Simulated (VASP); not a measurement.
HfGe (zincblende type): single point with LDA

Crystal: HfGe (zincblende type).

```xyz
2
Lattice="0.0000 2.7655 2.7655 2.7655 0.0000 2.7655 2.7655 2.7655 0.0000" Properties=species:S:1:pos:R:3 pbc="T T T"
Hf    0.0000    0.0000    0.0000
Ge    1.3828    1.3828    1.3828
```

This cell differs from its parent crystal: volume scaled by 0.8.

| Property | Result |
| --- | --- |
| Program | VASP 6.6.1 |
| Task | single point |
| Functional | LDA |
| Potentials or basis | VASP PAW LDA potentials, release 64 (Hf_pv, Ge_d) |
| Cutoff | 520 eV |
| k mesh | 11 × 11 × 11 |
| Occupations | fermi-dirac, width 0.05 eV |
| Spin | no spin polarisation |

```json
{
  "Pressure": "24.8 GPa",
  "Band gap on the k mesh": "zero (band 12 reaches 4.53 eV, above the bottom of band 13 at 4.26 eV)"
}
```

Levels at points of the mesh, in eV from the Fermi level:
| k point | band 8 | band 9 | band 10 | band 11 | band 12 | band 13 | band 14 | band 15 | band 16 | band 17 |
| --- | --- | --- | --- | --- | --- | --- | --- | --- | --- | --- |
| (0.00, 0.00, 0.00) | -23.46 | -10.18 | -1.90 | -1.90 | -1.90 | 1.94 | 1.94 | 4.58 | 8.46 | 8.46 |

Wall time 32 s on 1 thread of Intel(R) Xeon(R) Platinum 8559C (Emerald Rapids), on a shared host, peak memory 0.18 GiB.

Caveat: spin-orbit coupling is left out, which moves the levels of the heavy elements.
